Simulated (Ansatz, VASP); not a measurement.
**ZnS: VASP beside Ansatz**

POSCAR

```
ZnS
1.0
    0.0000000000      2.6945131952      2.6945131952
    2.6945131952      0.0000000000      2.6945131952
    2.6945131952      2.6945131952      0.0000000000
Zn S
1 1
Direct
    0.0000000000      0.0000000000      0.0000000000
    0.8613373653      0.8613373653      0.5599352286
```

The input INCAR.step1:

```
SYSTEM = ZnS
PREC     = Accurate       ! precision mode
ENCUT    = 520            ! plane-wave cutoff, eV
ISMEAR   = 0              ! smearing method
SIGMA    = 0.05           ! smearing width, eV
LREAL    = .False.        ! projectors in reciprocal space
LASPH    = .True.         ! aspherical terms in the spheres
NELM     = 60             ! most SCF steps
NBANDS   = 16             ! bands
GGA      = PE             ! functional
ALGO     = Normal         ! electronic algorithm
EDIFF    = 1E-4           ! SCF threshold, eV
LWAVE    = .True.         ! write WAVECAR
LCHARG   = .False.        ! write CHGCAR
```

File INCAR.step2:

```
SYSTEM = ZnS
PREC     = Accurate       ! precision mode
ENCUT    = 520            ! plane-wave cutoff, eV
EDIFF    = 1E-7           ! SCF threshold, eV
ISMEAR   = 0              ! smearing method
SIGMA    = 0.05           ! smearing width, eV
LREAL    = .False.        ! projectors in reciprocal space
LASPH    = .True.         ! aspherical terms in the spheres
NELM     = 60             ! most SCF steps
ALGO     = Normal         ! electronic algorithm
ISIF     = 2              ! what is computed and relaxed
LWAVE    = .False.        ! write WAVECAR
LCHARG   = .False.        ! write CHGCAR
METAGGA  = R2SCAN         ! meta-GGA
LMIXTAU  = .True.       
NBANDS   = 16             ! bands
ISTART   = 1
```

KPOINTS

```
Automatic mesh
0
Gamma
  8 8 8
  0 0 0
```

Input for Ansatz:

```yaml
crystal:
  lattice:
    - [0.0, 2.6945131952, 2.6945131952]
    - [2.6945131952, 0.0, 2.6945131952]
    - [2.6945131952, 2.6945131952, 0.0]
  atoms:
    - { symbol: Zn, position: [0.0, 0.0, 0.0] }
    - { symbol: S, position: [0.8613373653, 0.8613373653, 0.5599352286] }
basis:
  ecutwfc: 500
kpoints:
  mp_grid: { grid: [8, 8, 8] }
hamiltonian:
  xc: r2scan
scf:
  occupations: { method: gaussian, width: 0.05 }
output:
  forces: true
  stress: true
  eigenvalues: true
```

Alike in both runs: task single point; functional r2SCAN; k mesh 8 × 8 × 8; occupations gaussian, width 0.05 eV; no spin polarisation.

```csv
,VASP,Ansatz
version,VASP 6.6.1,Ansatz 0.2.0
potentials or method,"VASP PAW PBE potentials, release 64 (Zn, S), cutoff 520 eV","scalar-relativistic, plane waves, PAW"
valence electrons in the cell,18,18
```

VASP gave:

- gap on the k mesh at the Fermi level (eV): 2.35
- least direct gap on the mesh (eV): 2.59
- pressure (GPa): 25.6
- traceless stress, the component that is largest in VASP (GPa): 33.75
- rms of the force components (eV/Å): 7.317

Question: Which values does Ansatz return?

Answer: gap on the k mesh at the Fermi level (eV): 2.33; least direct gap on the mesh (eV): 2.58; pressure (GPa): 24.9; traceless stress, the component that is largest in VASP (GPa): 32.92; rms of the force components (eV/Å): 7.161.

VASP's potentials were made for PBE, not for r2SCAN. Atom by atom the forces differ by 0.156 eV/Å (rms over components). With one functional, cell and mesh, what is left measures potentials, basis and numerics.
